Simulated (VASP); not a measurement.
# Si16N (a cell with a defect) in VASP: a series of runs

Si16N (a cell with a defect) is run at these levels: LDA; tasks: single point.

Program: VASP 6.6.1. These are calculated values, not measurements. Logs are shortened: lines on timing, memory, paths and dates and some standing lists are left out, and cuts for length are marked.

## Step 1: The cell of the first run

The cell holds a defect, 17 atoms: a = 7.679 Å, b = 7.679 Å, c = 7.679 Å, α = 60.00°, β = 60.00°, γ = 60.00°.

## Step 2: Single point, LDA, collinear spin, ferromagnetic start

Input file INCAR:

```
  PREC = Accurate
  ENCUT = 520
  EDIFF = 1E-6
  ISMEAR = -1
  SIGMA = 0.05
  LREAL = Auto
  LASPH = T
  NELM = 150
  ALGO = Normal
  ISIF = 2
  LWAVE = F
  LCHARG = F
  ISPIN = 2
  MAGMOM = 0 0 0 0 0 0 0 0 0 0 0 0 0 0 0 0 1
  LORBIT = 11
  NBANDS = 52
```

Input file KPOINTS:

```
Automatic mesh
0
Gamma
  2 2 2
```

Input file POSCAR:

```
Si16N
1.0
    0.0000000000      5.4300000000      5.4300000000
    5.4300000000      0.0000000000      5.4300000000
    5.4300000000      5.4300000000      0.0000000000
Si N
16 1
Direct
    0.0346593002     -0.0495211786      0.0669429098
    0.0652302026      0.2130018416      0.1244751381
   -0.0081952118      0.1621178637      0.5033517495
    0.2163443831      0.0567863720      0.7059392265
   -0.0105524862      0.6336095764     -0.0901473297
    0.1092449355      0.6267219153      0.1274953959
    0.0044751381      0.4809023941      0.4629834254
    0.1724309392      0.5803499079      0.5928913444
    0.4546869245      0.0311694291      0.0358839779
    0.6405616943      0.1272836096      0.1472283610
    0.5486187845      0.0207366483      0.5088766114
    0.6244106814      0.1640791897      0.6722744015
    0.4873756906      0.4794198895      0.0312430939
    0.6351841621      0.6244106814      0.1268968692
    0.5461878453      0.5506445672      0.5009760589
    0.7023756906      0.6763904236      0.6350828729
    0.1285911602      0.3532136280      0.6578545120
```

Potentials or basis: VASP PAW LDA potentials, release 64 (Si, N).

Command:

```sh
> cat potpaw_LDA.64/Si/POTCAR potpaw_LDA.64/N/POTCAR > POTCAR
> mpirun -np 1 vasp_std > vasp.out
```

OUTCAR:

```text
PREC = Accurate
   ENCUT = 520
   EDIFF = 1E-6
   ISMEAR = -1
   LREAL = Auto
   LASPH = T
   NELM = 150
   ISIF = 2
   ISPIN = 2
   LORBIT = 11

 ion  position               nearest neighbor table
   1  0.035  0.950  0.067-   6 2.10   4 2.30   2 2.40  10 2.50
   2  0.065  0.213  0.124-   1 2.40   9 2.47   3 2.53   5 2.69
   3  0.992  0.162  0.503-   7 2.36  12 2.44   4 2.47   2 2.53
   4  0.216  0.057  0.706-  17 1.91  11 2.17   1 2.30   3 2.47   7 2.90
   5  0.989  0.634  0.910-   6 2.25   8 2.25  14 2.39   2 2.69
   6  0.109  0.627  0.127-   1 2.10   7 2.12   5 2.25  13 2.38
   7  0.004  0.481  0.463-  17 1.77   6 2.12  16 2.19   3 2.36   8 2.51   4 2.90
   8  0.172  0.580  0.593-  17 1.72   5 2.25  15 2.50   7 2.51
   9  0.455  0.031  0.036-  12 2.32   2 2.47  10 2.49  14 2.57
  10  0.641  0.127  0.147-  13 2.22  11 2.29   9 2.49   1 2.50
  11  0.549  0.021  0.509-   4 2.17  16 2.19  10 2.29  12 2.42
  12  0.624  0.164  0.672-   9 2.32  11 2.42   3 2.44  15 2.45
  13  0.487  0.479  0.031-  10 2.22   6 2.38  14 2.45  16 2.67
  14  0.635  0.624  0.127-   5 2.39  15 2.42  13 2.45   9 2.57
  15  0.546  0.551  0.501-  14 2.42  12 2.45   8 2.50  16 2.61
  16  0.702  0.676  0.635-  11 2.19   7 2.19  15 2.61  13 2.67
  17  0.129  0.353  0.658-   8 1.72   7 1.77   4 1.91

  LATTYP: Found a face centered cubic cell.
 ALAT       =    10.8600000000

  Lattice vectors:

 A1 = (   0.0000000000,   5.4300000000,   5.4300000000)
 A2 = (   5.4300000000,   0.0000000000,   5.4300000000)
 A3 = (   5.4300000000,   5.4300000000,   0.0000000000)

Analysis of symmetry for initial positions (statically):
=====================================================================
 Subroutine PRICEL returns:
 Original cell was already a primitive cell.

 Routine SETGRP: Setting up the symmetry group for a
 face centered cubic supercell.

 Subroutine GETGRP returns: Found  1 space group operations
 (whereof  1 operations were pure point group operations)
 out of a pool of 48 trial point group operations.

The static configuration has the point symmetry C_1 .

Analysis of symmetry for dynamics (positions and initial velocities):
=====================================================================
 Subroutine PRICEL returns:
 Original cell was already a primitive cell.

 Routine SETGRP: Setting up the symmetry group for a
 face centered cubic supercell.

 Subroutine GETGRP returns: Found  1 space group operations
 (whereof  1 operations were pure point group operations)
 out of a pool of 48 trial point group operations.
[... 170 lines left out ...]
  ext. energy  EPLUGINS =         0.00000000
  ---------------------------------------------------
  free energy    TOTEN  =       -97.61125648 eV

  energy without entropy =      -97.56350062  energy(sigma->0) =      -97.58737855

 E-fermi :   5.9980     XC(G=0):  -9.7936

 val. band max:        5.9944243339   @ k =   0.0000   0.5000   0.5000
 cond. band min:       6.0060401140   @ k =   0.5000   0.0000   0.0000
 fundamental gap:      0.0116157801
 Fermi energy:         5.9979826696

 spin component 1

 k-point     1 :       0.0000    0.0000    0.0000
  band No.  band energies     occupation
      1     -10.3947      1.00000
      2      -5.8318      1.00000
      3      -4.4160      1.00000
      4      -4.0432      1.00000
      5      -3.7826      1.00000
      6      -3.3157      1.00000
[... 381 lines left out ...]
     45       9.5064      0.00000
     46       9.6153      0.00000
 Fermi energy:         5.9979826696

 spin component 2

 k-point     1 :       0.0000    0.0000    0.0000
  band No.  band energies     occupation
      1     -10.3947      1.00000
      2      -5.8318      1.00000
      3      -4.4160      1.00000
      4      -4.0432      1.00000
      5      -3.7826      1.00000
      6      -3.3157      1.00000
[... 381 lines left out ...]
     45       9.5064      0.00000
     46       9.6153      0.00000
 [bands above 46 left out]

------------------------ aborting loop because EDIFF is reached ----------------------------------------

  FORCE on cell =-STRESS in cart. coord.  units (eV):
  Direction    XX          YY          ZZ          XY          YZ          ZX
  --------------------------------------------------------------------------------------
  -------------------------------------------------------------------------------------
  Total        4.3406106     -1.7829927     -1.3971942     -2.9005660     -5.2093264     -0.5450832
  in kB       21.7186051     -8.9213515     -6.9909769    -14.5132222    -26.0652962     -2.7273688
  external PRESSURE =       1.9354256 kB  Pullay stress =       0.0000000 kB

 VOLUME and BASIS-vectors are now :
 -----------------------------------------------------------------------------
  energy-cutoff  :      520.00
  volume of cell :      320.21
      direct lattice vectors                 reciprocal lattice vectors
     0.000000000  5.430000000  5.430000000    -0.092081031  0.092081031  0.092081031
     5.430000000  0.000000000  5.430000000     0.092081031 -0.092081031  0.092081031
     5.430000000  5.430000000  0.000000000     0.092081031  0.092081031 -0.092081031

 POSITION                                       TOTAL-FORCE (eV/Angst)
 -----------------------------------------------------------------------------------
      5.52460      0.55170      5.34930         3.204743     -1.861028      1.816492
      1.83250      1.03010      1.51080         0.155251      1.352139      0.490240
      3.61350      8.11870      6.26580        -0.651611     -0.617233     -0.963405
      4.14160      5.00800      1.48310         2.024472     -2.215314      0.151326
      8.38100     10.31320      8.81320         0.163478      0.037731     -1.945271
      4.09540      1.28550      3.99630        -2.836617      0.730722      0.740944
[... 9 lines left out ...]
      7.12130      7.26240      7.48670         0.025142     -0.075162     -2.739514
      5.49010      4.27040      2.61620        -1.693880      0.316022     -0.476247
 -----------------------------------------------------------------------------------
    total drift:                               -0.002836      0.006427      0.004831

  FREE ENERGIE OF THE ION-ELECTRON SYSTEM (eV)
  ---------------------------------------------------
  free  energy   TOTEN  =       -97.6112564804 eV

  energy  without entropy=      -97.5635006182  energy(sigma->0) =      -97.58737855

 total charge

# of ion       s       p       d       tot
------------------------------------------
    1        0.777   0.958   0.000   1.735
    2        0.795   0.801   0.000   1.596
    3        0.781   0.862   0.000   1.644
    4        0.779   0.895   0.000   1.674
    5        0.794   0.904   0.000   1.699
    6        0.784   1.054   0.000   1.837
[... 9 lines left out ...]
   16        0.803   0.904   0.000   1.706
   17        1.249   2.535   0.000   3.784
--------------------------------------------------
tot         13.694  17.061   0.000  30.755

 magnetization (x)

# of ion       s       p       d       tot
------------------------------------------
    1        0.000   0.000   0.000   0.000
    2        0.000  -0.000   0.000   0.000
    3        0.000   0.000   0.000   0.000
    4       -0.000  -0.000   0.000  -0.000
    5        0.000   0.000   0.000   0.000
    6        0.000   0.000   0.000   0.000
[... 9 lines left out ...]
   16        0.000   0.000   0.000   0.000
   17        0.000  -0.000   0.000  -0.000
--------------------------------------------------
tot          0.000   0.000   0.000   0.000
```

stdout:

```text
POSCAR found type information on POSCAR SiN
 POSCAR found :  2 types and      17 ions
 scaLAPACK will be used
 LDA part: xc-table for (Slater(with rela. corr.)+CA(PZ))
 , standard interpolation
 POSCAR, INCAR and KPOINTS ok, starting setup
 FFT: planning ... GRIDC
 FFT: planning ... GRID_SOFT
 FFT: planning ... GRID
 WAVECAR not read
 entering main loop
```

It took 8.8 min on 1 thread of AMD EPYC 7R13 (Zen 3), shared host; peak memory 0.45 GiB.

Results:

* Free energy: -97.6113 eV
* Pressure: 0.2 GPa
* Largest force: 4.127 eV/Å
* Net moment: 0.00 μB per cell
* Valence electrons inside the program's atomic spheres: Si 1.74, 1.60, 1.64, 1.67, 1.70, 1.84, 1.77, 1.65, 1.69, 1.78, 1.61, 1.71 (each value once); N 3.78

Forces on the atoms (eV/Å):
```
Si   3.205 -1.861  1.816
Si   0.155  1.352  0.490
Si  -0.652 -0.617 -0.963
Si   2.024 -2.215  0.151
Si   0.163  0.038 -1.945
Si  -2.837  0.731  0.741
Si   0.520  1.773 -2.531
Si  -0.268  0.732  1.264
Si   0.007  0.903 -0.077
Si  -1.901  0.066 -0.806
Si   0.352  0.565  1.859
Si  -0.377 -0.336  0.863
Si   0.392 -0.370  2.506
Si   1.130 -0.679  0.385
Si  -0.245 -0.320 -0.538
Si   0.025 -0.075 -2.740
N   -1.694  0.316 -0.476
```

Caveat: the k points lie up to 0.50 Å⁻¹ apart; the atoms stand as in a frame of molecular dynamics.

## Step 3: Single point, LDA, collinear spin, ferromagnetic start

Input file INCAR:

```
SYSTEM = Si16N
ALGO     = Normal         ! electronic algorithm
EDIFF    = 1E-6           ! SCF threshold, eV
ENCUT    = 520            ! plane-wave cutoff, eV
GGA      = CA             ! functional
ISIF     = 2              ! what is computed and relaxed
ISMEAR   = -1             ! smearing method
ISPIN    = 2              ! spin polarisation
LASPH    = .True.         ! aspherical terms in the spheres
LCHARG   = .False.        ! write CHGCAR
LORBIT   = 11             ! projections on sites
LREAL    = Auto         
LWAVE    = .False.        ! write WAVECAR
MAGMOM   = 0 0 0 0 0 0 0 0 0 0 0 0 0 0 0 0 1 ! initial moments
NBANDS   = 52             ! bands
NELM     = 150            ! most SCF steps
PREC     = Accurate       ! precision mode
SIGMA    = 0.05           ! smearing width, eV
```

Input file KPOINTS:

```
k-points
0
Gamma
  2 2 2
  0 0 0
```

Input file POSCAR:

```
Si16N
1.0
    0.0000000000      5.4300000000      5.4300000000
    5.4300000000      0.0000000000      5.4300000000
    5.4300000000      5.4300000000      0.0000000000
Si N
16 1
Direct
    0.0282228361     -0.0214456722      0.1131031308
    0.0328545120      0.2530018416      0.1480847145
   -0.0241344383      0.1243370166      0.5012799263
    0.1669521179      0.0913904236      0.6887200737
   -0.0037753223      0.5851933702     -0.0774769797
    0.1674309392      0.6075782689      0.1050368324
   -0.0260681400      0.4346132597      0.5010957643
    0.1880939227      0.5820902394      0.5589594843
    0.4470810313      0.0593093923      0.0363443831
    0.6851841621      0.0842265193      0.1222928177
    0.5554696133      0.0185082873      0.5187845304
    0.6313535912      0.1805248619      0.6397882136
    0.5345488029      0.4765561694      0.0783793738
    0.6103130755      0.7136648250      0.0944935543
    0.5439502762      0.5415009208      0.4634346225
    0.6567771639      0.6447329650      0.6949907919
    0.1863075506      0.3579465930      0.5877992634
```

Potentials or basis: VASP PAW LDA potentials, release 64 (Si, N).

Command:

```sh
> cat potpaw_LDA.64/Si/POTCAR potpaw_LDA.64/N/POTCAR > POTCAR
> mpirun -np 1 vasp_std > vasp.out
```

Run time: 9.1 min. Hardware: 1 thread of AMD EPYC 7R13 (Zen 3), shared host; peak memory 0.46 GiB.

It converged, with:

| Quantity | Value |
| --- | --- |
| Free energy | -97.3625 eV |
| Pressure | -0.9 GPa |
| Largest force | 3.538 eV/Å |
| Net moment | 0.00 μB per cell |
| Valence electrons inside the program's atomic spheres | Si 1.64, 1.71, 1.73, 1.60, 1.68, 1.61, 1.67, 1.66, 1.72 (each value once); N 3.85 |

Forces on the atoms (eV/Å):
```
Si  -2.315 -0.450 -0.887
Si  -1.285  1.249  0.114
Si  -0.212  1.738  0.497
Si   0.237  2.070  0.920
Si   0.954 -0.555  1.223
Si   1.313 -0.129 -0.389
Si   0.604 -1.916  1.523
Si   2.331  0.007  1.717
Si   0.697 -1.545  1.183
Si   2.390  0.290  0.067
Si  -1.310 -0.506 -1.007
Si   1.112 -0.187 -1.491
Si  -1.617 -1.201 -1.046
Si  -0.831  1.811 -0.134
Si   1.418  0.558  0.859
Si  -1.353 -0.840 -0.355
N   -2.134 -0.395 -2.794
```

Stress tensor (GPa, compression positive):
```
-1.37 -2.77  3.54
-2.77 -1.09 -0.08
 3.54 -0.08 -0.35
```

Levels at points of the mesh, in eV from the Fermi level:
Spin up:
| k point | band 32 | band 33 | band 34 | band 35 | band 36 | band 37 | band 38 | band 39 |
| --- | --- | --- | --- | --- | --- | --- | --- | --- |
| (0.00, 0.00, 0.00) | -0.91 | -0.65 | -0.22 | -0.07 | 0.19 | 0.24 | 0.63 | 0.74 |
| (0.50, 0.00, 0.00) | -0.97 | -0.65 | -0.21 | -0.05 | 0.44 | 0.55 | 0.68 | 0.87 |
| (0.00, 0.50, 0.00) | -1.20 | -0.82 | -0.01 | 0.04 | 0.61 | 0.77 | 1.03 | 1.06 |
| (0.00, 0.00, 0.50) | -1.28 | -1.06 | -0.54 | -0.21 | 0.29 | 0.47 | 0.83 | 0.94 |
| (0.50, 0.50, 0.50) | -0.94 | -0.64 | -0.28 | -0.04 | 0.44 | 0.72 | 0.83 | 1.07 |
| (0.50, 0.50, 0.00) | -1.38 | -0.87 | -0.51 | 0.16 | 0.58 | 0.91 | 1.13 | 1.59 |
| (0.00, 0.50, 0.50) | -1.29 | -1.07 | -0.65 | 0.22 | 0.56 | 0.92 | 1.28 | 1.57 |
| (0.50, 0.00, 0.50) | -0.99 | -0.74 | -0.48 | -0.14 | 0.46 | 0.62 | 1.23 | 1.35 |
Spin down:
| k point | band 31 | band 32 | band 33 | band 34 | band 35 | band 36 | band 37 | band 38 | band 39 | band 40 |
| --- | --- | --- | --- | --- | --- | --- | --- | --- | --- | --- |
| (0.00, 0.00, 0.00) | -1.19 | -0.91 | -0.65 | -0.22 | -0.07 | 0.19 | 0.24 | 0.63 | 0.74 | 0.88 |
| (0.50, 0.00, 0.00) | -1.54 | -0.97 | -0.65 | -0.21 | -0.05 | 0.44 | 0.55 | 0.68 | 0.87 | 1.44 |
| (0.00, 0.50, 0.00) | -1.46 | -1.20 | -0.82 | -0.01 | 0.04 | 0.61 | 0.77 | 1.03 | 1.06 | 1.37 |
| (0.00, 0.00, 0.50) | -1.38 | -1.28 | -1.06 | -0.54 | -0.21 | 0.29 | 0.47 | 0.83 | 0.94 | 1.29 |
| (0.50, 0.50, 0.50) | -1.28 | -0.94 | -0.64 | -0.28 | -0.04 | 0.44 | 0.72 | 0.83 | 1.07 | 1.37 |
| (0.50, 0.50, 0.00) | -1.49 | -1.38 | -0.87 | -0.51 | 0.16 | 0.58 | 0.91 | 1.13 | 1.59 | 1.69 |
| (0.00, 0.50, 0.50) | -1.68 | -1.29 | -1.07 | -0.65 | 0.22 | 0.56 | 0.92 | 1.28 | 1.57 | 1.70 |
| (0.50, 0.00, 0.50) | -1.39 | -0.99 | -0.74 | -0.48 | -0.14 | 0.46 | 0.62 | 1.23 | 1.35 | 1.58 |

Caveat: the k points lie up to 0.50 Å⁻¹ apart; the atoms stand as in a frame of molecular dynamics.
